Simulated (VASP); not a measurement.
Wanted: the native input for a VASP 6.6.1 run.

* Task: single point
* Functional: LDA
* Potentials or basis: VASP PAW LDA potentials, release 64 (Hf_pv)
* Cutoff: 520 eV
* k mesh: 12 × 8 × 1
* Occupations: fermi-dirac, width 0.05 eV
* Spin: no spin polarisation
* Dipole correction: yes
* Further INCAR settings: ALGO = Normal; EDIFF = 1e-07; NBANDS = 39

The structure of Hf lies in POSCAR:

```
Hf
1.0
    3.1189746401      0.0000000000      0.0000000000
    0.0000000000      4.9420572749      0.0000000000
    0.0000000000      0.0000000000     22.3026000000
Hf
6
Direct
    0.7500000000      0.7500000000      0.3587027303
    0.2500000000      0.2500000000      0.3990733790
    0.2500000000      0.7500000000      0.4798146756
    0.7500000000      0.2500000000      0.5201853244
    0.7500000000      0.7500000000      0.6009266210
    0.2500000000      0.2500000000      0.6412972697
```

The input as run:

INCAR

```
PREC = Accurate ; ENCUT = 520
EDIFF = 1E-7 ; ISMEAR = -1
SIGMA = 0.05 ; LREAL = F
LASPH = T ; NELM = 60
ALGO = Normal ; ISIF = 2
LWAVE = F ; LCHARG = F
LDIPOL = T ; IDIPOL = 3
DIPOL = 0.5 0.5 0.500 ; GGA = CA
NBANDS = 39
```

KPOINTS

```
Automatic mesh
0
Gamma
  12 8 1
```

Potentials or basis: VASP PAW LDA potentials, release 64 (Hf_pv).

Run with:

```console
$ cat potpaw_LDA.64/Hf_pv/POTCAR > POTCAR
$ mpirun -np 1 vasp_std > vasp.out
```

Results of the run:

The largest force is 0.578 eV/Å and the band gap on the k mesh is zero (bands 30 and 31 overlap by 0.43 eV).

Caveat: spin-orbit coupling is left out, which moves the levels of the heavy elements.

Wall time 28 min on 1 thread of Oxide Virtual Turin-like Processor, on a shared host, peak memory 0.49 GiB.
